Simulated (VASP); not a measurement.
# In3Sb3H5 in VASP: single point with PBE

Aim: the single point of In3Sb3H5 with PBE.

All numbers are computed with VASP 6.6.1; they aren't measurements. Logs are shortened: lines on timing, memory, paths and dates and some standing lists are left out, and cuts for length are marked.

## (1) The cell of the first run

The cell holds a wire or tube with vacuum around it, 22 atoms: a = 18.900 Å, b = 22.900 Å, c = 4.802 Å, α = 90.00°, β = 90.00°, γ = 90.00°.

## (2) Single point, PBE

Input file INCAR:

```
ALGO     = Normal         # electronic algorithm
EDIFF    = 1E-6           # SCF threshold, eV
ENCUT    = 520            # plane-wave cutoff, eV
GGA      = PE             # functional
ISIF     = 2              # what is computed and relaxed
ISMEAR   = 0              # smearing method
LASPH    = True           # aspherical terms in the spheres
LCHARG   = False          # write CHGCAR
LREAL    = Auto         
LWAVE    = False          # write WAVECAR
NBANDS   = 76             # bands
NELM     = 80             # most SCF steps
PREC     = Accurate       # precision mode
SIGMA    = 0.05           # smearing width, eV
```

Input file KPOINTS:

```
k-points
0
Gamma
  1 1 12
```

Input file POSCAR:

```
In3Sb3H5
1.0
   18.9000000000      0.0000000000      0.0000000000
    0.0000000000     22.9000000000      0.0000000000
    0.0000000000      0.0000000000      4.8015591581
In Sb H
6 6 10
Direct
    0.5607083868      0.5313117470      0.0000000000
    0.5626853226      0.2467768544      0.0000000000
    0.4395365398      0.6767839040      0.5000000000
    0.4398517535      0.3886977788      0.5000000000
    0.6866256919      0.3871635889      0.5000000000
    0.3140114444      0.5311425356      0.0000000000
    0.5598103912      0.6037485799      0.5000000000
    0.5628288062      0.3196410425      0.5000000000
    0.6813248150      0.4591282559      0.0000000000
    0.4392473155      0.7477889732      0.0000000000
    0.4377093209      0.4622682413      0.0000000000
    0.3201725468      0.6036428865      0.5000000000
    0.6451410987      0.2130233478      0.0000000000
    0.4806501340      0.2123861780      0.0000000000
    0.6298820242      0.6515955621      0.5000000000
    0.3566781956      0.3554639664      0.5000000000
    0.7494329459      0.5089143788      0.0000000000
    0.7706575207      0.3558062798      0.5000000000
    0.5074560285      0.7968821652      0.0000000000
    0.3724720039      0.7982374975      0.0000000000
    0.2296239380      0.5006033202      0.0000000000
    0.2521977495      0.6535310403      0.5000000000
```

Potentials or basis: VASP PAW PBE potentials, release 64 (In_d, Sb, H).

The run is started by

```console
cat potpaw_PBE.64/In_d/POTCAR potpaw_PBE.64/Sb/POTCAR potpaw_PBE.64/H/POTCAR > POTCAR
mpirun -np 1 vasp_std > vasp.out
```

OUTCAR:

```text
EDIFF = 1E-6
   ENCUT = 520
   GGA = PE
   ISIF = 2
   ISMEAR = 0
   LASPH = True
   LREAL = Auto
   NELM = 80
   PREC = Accurate

 ion  position               nearest neighbor table
   1  0.561  0.531  0.000-  11 2.81   9 2.82   7 2.92   7 2.92
   2  0.563  0.247  0.000-  14 1.74  13 1.74   8 2.92   8 2.92
   3  0.440  0.677  0.500-  12 2.81   7 2.82  10 2.90  10 2.90
   4  0.440  0.389  0.500-  16 1.75   8 2.81  11 2.93  11 2.93
   5  0.687  0.387  0.500-  18 1.74   8 2.80   9 2.91   9 2.91
   6  0.314  0.531  0.000-  21 1.74  11 2.82  12 2.92  12 2.92
   7  0.560  0.604  0.500-  15 1.72   3 2.82   1 2.92   1 2.92
   8  0.563  0.320  0.500-   5 2.80   4 2.81   2 2.92   2 2.92
   9  0.681  0.459  0.000-  17 1.72   1 2.82   5 2.91   5 2.91
  10  0.439  0.748  0.000-  19 1.71  20 1.71   3 2.90   3 2.90
  11  0.438  0.462  0.000-   1 2.81   6 2.82   4 2.93   4 2.93
  12  0.320  0.604  0.500-  22 1.72   3 2.81   6 2.92   6 2.92
  13  0.645  0.213  0.000-   2 1.74
  14  0.481  0.212  0.000-   2 1.74
  15  0.630  0.652  0.500-   7 1.72
  16  0.357  0.355  0.500-   4 1.75
  17  0.749  0.509  0.000-   9 1.72
  18  0.771  0.356  0.500-   5 1.74
  19  0.507  0.797  0.000-  10 1.71
  20  0.372  0.798  0.000-  10 1.71
  21  0.230  0.501  0.000-   6 1.74
  22  0.252  0.654  0.500-  12 1.72

  LATTYP: Found a simple orthorhombic cell.
 ALAT       =     4.8015591581
 B/A-ratio  =     3.9362214184
 C/A-ratio  =     4.7692841525

  Lattice vectors:

 A1 = (   0.0000000000,   0.0000000000,   4.8015591581)
 A2 = (  18.9000000000,   0.0000000000,   0.0000000000)
 A3 = (   0.0000000000,  22.9000000000,   0.0000000000)

Analysis of symmetry for initial positions (statically):
=====================================================================
 Subroutine PRICEL returns:
 Original cell was already a primitive cell.

 Routine SETGRP: Setting up the symmetry group for a
 simple orthorhombic supercell.

 Subroutine GETGRP returns: Found  2 space group operations
 (whereof  2 operations were pure point group operations)
 out of a pool of  8 trial point group operations.

The static configuration has the point symmetry C_1h.

Analysis of symmetry for dynamics (positions and initial velocities):
=====================================================================
 Subroutine PRICEL returns:
 Original cell was already a primitive cell.

 Routine SETGRP: Setting up the symmetry group for a
 simple orthorhombic supercell.

 Subroutine GETGRP returns: Found  2 space group operations
 (whereof  2 operations were pure point group operations)
 out of a pool of  8 trial point group operations.

The dynamic configuration has the point symmetry C_1h.

 Subroutine INISYM returns: Found  2 space group operations
 (whereof  2 operations are pure point group operations),
 and found     1 'primitive' translations

----------------------------------------------------------------------------------------

                                     Primitive cell

  volume of cell :    2078.1628

  direct lattice vectors                    reciprocal lattice vectors
    18.900000000  0.000000000  0.000000000     0.052910053  0.000000000  0.000000000
     0.000000000 22.900000000  0.000000000     0.000000000  0.043668122  0.000000000
     0.000000000  0.000000000  4.801559158     0.000000000  0.000000000  0.208265684

  length of vectors
    18.900000000 22.900000000  4.801559158     0.052910053  0.043668122  0.208265684

  position of ions in fractional coordinates (direct lattice)
     0.560708387  0.531311747  0.000000000
     0.562685323  0.246776854  0.000000000
     0.439536540  0.676783904  0.500000000
     0.439851754  0.388697779  0.500000000
     0.686625692  0.387163589  0.500000000
     0.314011444  0.531142536  0.000000000
[... 14 lines left out ...]
     0.229623938  0.500603320  0.000000000
     0.252197749  0.653531040  0.500000000

  ion indices of the primitive-cell ions
   primitive index   ion index
                 1           1
                 2           2
                 3           3
                 4           4
                 5           5
                 6           6
[... 14 lines left out ...]
                21          21
                22          22

----------------------------------------------------------------------------------------

 KPOINTS: k-points

Automatic generation of k-mesh.
 Grid dimensions read from file:
 generate k-points for:    1    1   12

 Generating k-lattice:

  Cartesian coordinates                     Fractional coordinates (reciprocal lattice)
     0.052910053  0.000000000  0.000000000     1.000000000  0.000000000  0.000000000
     0.000000000  0.043668122  0.000000000     0.000000000  1.000000000  0.000000000
     0.000000000  0.000000000  0.017355474     0.000000000  0.000000000  0.083333333

  Length of vectors
     0.052910053  0.043668122  0.017355474

  Shift w.r.t. Gamma in fractional coordinates (k-lattice)
     0.000000000  0.000000000  0.000000000

 Subroutine IBZKPT returns following result:
 ===========================================

 Found      7 irreducible k-points:

 Following reciprocal coordinates:
            Coordinates               Weight
  0.000000  0.000000  0.000000      1.000000
  0.000000  0.000000  0.083333      2.000000
  0.000000  0.000000  0.166667      2.000000
  0.000000  0.000000  0.250000      2.000000
  0.000000  0.000000  0.333333      2.000000
  0.000000  0.000000  0.416667      2.000000
  0.000000  0.000000  0.500000      1.000000
   k-points           NKPTS =      7   k-points in BZ     NKDIM =      7   number of bands    NBANDS=     76
   number of dos      NEDOS =    301   number of ions     NIONS =     22
   total plane-waves  NPLWV = 933120
   dimension x,y,z NGX =   144 NGY =  180 NGZ =   36
   dimension x,y,z NGXF=   288 NGYF=  360 NGZF=   72
   ions per type =               6   6  10
   NGX,Y,Z   is equivalent  to a cutoff of  12.67, 13.07, 12.46 a.u.
   NGXF,Y,Z  is equivalent  to a cutoff of  25.33, 26.13, 24.93 a.u.
 SYSTEM =  unknown system
   PREC   = accura    normal or accurate (medium, high low for compatibility)
   ISTART =      0    job   : 0-new  1-cont  2-samecut
   ICHARG =      2    charge: 1-file 2-atom 10-const
   ISPIN  =      1    spin polarized calculation?
   LNONCOLLINEAR =      F non collinear calculations
   LSORBIT =      F    spin-orbit coupling
   LASPH  =      T    aspherical Exc in radial PAW
   ENCUT  =  520.0 eV  38.22 Ry    6.18 a.u.  35.14 42.58  8.93*2*pi/ulx,y,z
   NELM   =     80;   NELMIN=  2; NELMDL= -5     # of ELM steps
   EDIFF  = 0.1E-05   stopping-criterion for ELM
   LREAL  =      T    real-space projection
   EDIFFG = 0.1E-04   stopping-criterion for IOM
   NSW    =      0    number of steps for IOM
   IBRION =     -1    ionic relax: 0-MD 1-quasi-New 2-CG
   NFREE  =      0    steps in history (QN), initial steepest desc. (CG)
   ISIF   =      2    stress and relaxation
   ISYM   =      2    0-nonsym 1-usesym 2-fastsym
   POTIM  = 0.5000    time-step for ionic-motion
   TEBEG  =    0.0;   TEEND  =   0.0 temperature during run
   PSTRESS=    0.0 pullay stress
   NELECT =     118.0000    total number of electrons
   NUPDOWN=      -1.0000    fix difference up-down
   EMIN   =  10.00;   EMAX   =-10.00  energy-range for DOS
   EFERMI =   0.00;   METHOD = LEGACY
   ISMEAR =     0;   SIGMA  =   0.05  broadening in eV -4-tet -1-fermi 0-gaus
   EFERMI_NEDOS =   21; number of points for ismear=-14 and -15
   IALGO  =     38    algorithm
   IMIX   =      4    mixing-type and parameters
     AMIX     =   0.40;   BMIX     =  1.00
     AMIX_MAG =   1.60;   BMIX_MAG =  1.00
  volume/ion in A,a.u.               =      94.46       637.46
  Fermi-wavevector in a.u.,A,eV,Ry     =   0.629229  1.189071  5.386949  0.395930
  Thomas-Fermi vector in A             =   1.691447
   LORBIT       =      0    0 simple, 1 ext, 2 COOP (PROOUT), +10 PAW based schemes
   GGA     = PE    functional components
   LHFCALC =     F    Hartree Fock is set to
   AEXX    =    0.0000 exact exchange contribution
   IVDW    =     0    specifies the selected vdW correction
   LEPSILON=     F    determine dielectric tensor
   LRPA    =     F    only Hartree local field effects (RPA)
 non-spin polarized calculation
 Gauss-broadening in eV      SIGMA  =   0.05
  energy-cutoff  :      520.00
  volume of cell :     2078.16
 maximum number of plane-waves:     56034
 NGX is ok and might be reduce to   144
   NGX = 71   NGY = 85   NGZ = 17

 number of electron     118.0000017 magnetization

 Free energy of the ion-electron system (eV)
  ---------------------------------------------------
  ext. energy  EPLUGINS =         0.00000000
  ---------------------------------------------------
  free energy    TOTEN  =       -69.80282232 eV

  energy without entropy =      -69.80282232  energy(sigma->0) =      -69.80282232

 E-fermi :  -2.4932     XC(G=0):  -2.5884

 val. band max:       -2.6841359701   @ k =   0.0000   0.0000   0.0000
 cond. band min:      -2.3022290924   @ k =   0.0000   0.0000   0.0000
 fundamental gap:      0.3819068777
 Fermi energy:        -2.4932266882

 k-point     1 :       0.0000    0.0000    0.0000
  band No.  band energies     occupation
      1     -18.0157      2.00000
      2     -17.9856      2.00000
      3     -17.9721      2.00000
      4     -17.9116      2.00000
      5     -17.9072      2.00000
      6     -17.3817      2.00000
[... 63 lines left out ...]
     70       0.3551      0.00000
     71       0.3779      0.00000

 k-point     2 :       0.0000    0.0000    0.0833
  band No.  band energies     occupation
      1     -18.0151      2.00000
      2     -17.9862      2.00000
      3     -17.9721      2.00000
      4     -17.9119      2.00000
      5     -17.9071      2.00000
      6     -17.3812      2.00000
[... 63 lines left out ...]
     70       0.2270      0.00000
     71       0.4050      0.00000

 k-point     3 :       0.0000    0.0000    0.1667
  band No.  band energies     occupation
      1     -18.0139      2.00000
      2     -17.9874      2.00000
      3     -17.9718      2.00000
      4     -17.9129      2.00000
      5     -17.9068      2.00000
      6     -17.3806      2.00000
[... 63 lines left out ...]
     70       0.3672      0.00000
     71       0.5455      0.00000

 k-point     4 :       0.0000    0.0000    0.2500
  band No.  band energies     occupation
      1     -18.0137      2.00000
      2     -17.9876      2.00000
      3     -17.9715      2.00000
      4     -17.9141      2.00000
      5     -17.9065      2.00000
      6     -17.3811      2.00000
[... 63 lines left out ...]
     70       0.4797      0.00000
     71       0.7299      0.00000

 k-point     5 :       0.0000    0.0000    0.3333
  band No.  band energies     occupation
      1     -18.0151      2.00000
      2     -17.9860      2.00000
      3     -17.9712      2.00000
      4     -17.9154      2.00000
      5     -17.9062      2.00000
      6     -17.3831      2.00000
[... 63 lines left out ...]
     70       0.6576      0.00000
     71       0.7117      0.00000

 k-point     6 :       0.0000    0.0000    0.4167
  band No.  band energies     occupation
      1     -18.0169      2.00000
      2     -17.9842      2.00000
      3     -17.9709      2.00000
      4     -17.9163      2.00000
      5     -17.9059      2.00000
      6     -17.3852      2.00000
[... 63 lines left out ...]
     70       0.6186      0.00000
     71       0.7340      0.00000

 k-point     7 :       0.0000    0.0000    0.5000
  band No.  band energies     occupation
      1     -18.0177      2.00000
      2     -17.9834      2.00000
      3     -17.9708      2.00000
      4     -17.9167      2.00000
      5     -17.9059      2.00000
      6     -17.3860      2.00000
[... 63 lines left out ...]
     70       0.6356      0.00000
     71       0.7580      0.00000
 [bands above 71 left out]

------------------------ aborting loop because EDIFF is reached ----------------------------------------

  FORCE on cell =-STRESS in cart. coord.  units (eV):
  Direction    XX          YY          ZZ          XY          YZ          ZX
  --------------------------------------------------------------------------------------
  -------------------------------------------------------------------------------------
  Total        0.2208958      0.0751914     -0.1647573      0.1155828      0.0000000      0.0000000
  in kB        0.1703015      0.0579694     -0.1270210      0.0891095      0.0000000      0.0000000
  external PRESSURE =       0.0337500 kB  Pullay stress =       0.0000000 kB

 VOLUME and BASIS-vectors are now :
 -----------------------------------------------------------------------------
  energy-cutoff  :      520.00
  volume of cell :     2078.16
      direct lattice vectors                 reciprocal lattice vectors
    18.900000000  0.000000000  0.000000000     0.052910053  0.000000000  0.000000000
     0.000000000 22.900000000  0.000000000     0.000000000  0.043668122  0.000000000
     0.000000000  0.000000000  4.801559158     0.000000000  0.000000000  0.208265684

 POSITION                                       TOTAL-FORCE (eV/Angst)
 -----------------------------------------------------------------------------------
     10.59739     12.16704      0.00000        -0.005916      0.005183      0.000000
     10.63475      5.65119      0.00000        -0.012502     -0.027044      0.000000
      8.30724     15.49835      2.40078         0.013361      0.006341      0.000000
      8.31320      8.90118      2.40078        -0.025303     -0.022367      0.000000
     12.97723      8.86605      2.40078         0.020032      0.024442      0.000000
      5.93482     12.16316      0.00000        -0.007021      0.008555      0.000000
[... 14 lines left out ...]
      4.33989     11.46382      0.00000         0.010847      0.003992      0.000000
      4.76654     14.96586      2.40078        -0.078334      0.063982      0.000000
 -----------------------------------------------------------------------------------
    total drift:                               -0.022115      0.045725     -0.000001

  FREE ENERGIE OF THE ION-ELECTRON SYSTEM (eV)
  ---------------------------------------------------
  free  energy   TOTEN  =       -69.8028223176 eV

  energy  without entropy=      -69.8028223155  energy(sigma->0) =      -69.80282232
```

Run time: 30 min. Hardware: 1 thread of Intel Xeon 6975P-C (Granite Rapids), shared host; peak memory 1.9 GiB.

Results:

| Property | Result |
| --- | --- |
| Free energy | -69.8028 eV |
| Largest force | 0.136 eV/Å |
| Band gap on the k mesh | 0.38 eV |

Forces on the atoms (eV/Å):
```
In  -0.006  0.005  0.000
In  -0.013 -0.027  0.000
In   0.013  0.006  0.000
In  -0.025 -0.022  0.000
In   0.020  0.024  0.000
In  -0.007  0.009  0.000
Sb  -0.075 -0.066  0.000
Sb   0.004  0.000  0.000
Sb  -0.083 -0.060  0.000
Sb   0.020 -0.134  0.000
Sb  -0.003 -0.010  0.000
Sb   0.073 -0.070  0.000
H   -0.002  0.004  0.000
H    0.008  0.005  0.000
H    0.071  0.064  0.000
H    0.007  0.002  0.000
H    0.073  0.066  0.000
H   -0.009  0.002  0.000
H    0.073  0.069  0.000
H   -0.072  0.066  0.000
H    0.011  0.004  0.000
H   -0.078  0.064  0.000
```

Levels at points of the mesh, in eV from the valence-band top:
```
           k point  band 55  band 56  band 57  band 58  band 59  band 60  band 61  band 62  band 63  band 64
(0.00, 0.00, 0.00)    -1.01    -0.89    -0.66    -0.64     0.00     0.38     0.91     1.22     1.66     1.81
(0.00, 0.00, 0.50)    -1.68    -1.59    -1.26    -1.02    -0.97     1.39     1.42     1.86     2.04     2.17
```

Caveat: spin-orbit coupling is left out, which moves the levels of the heavy elements.
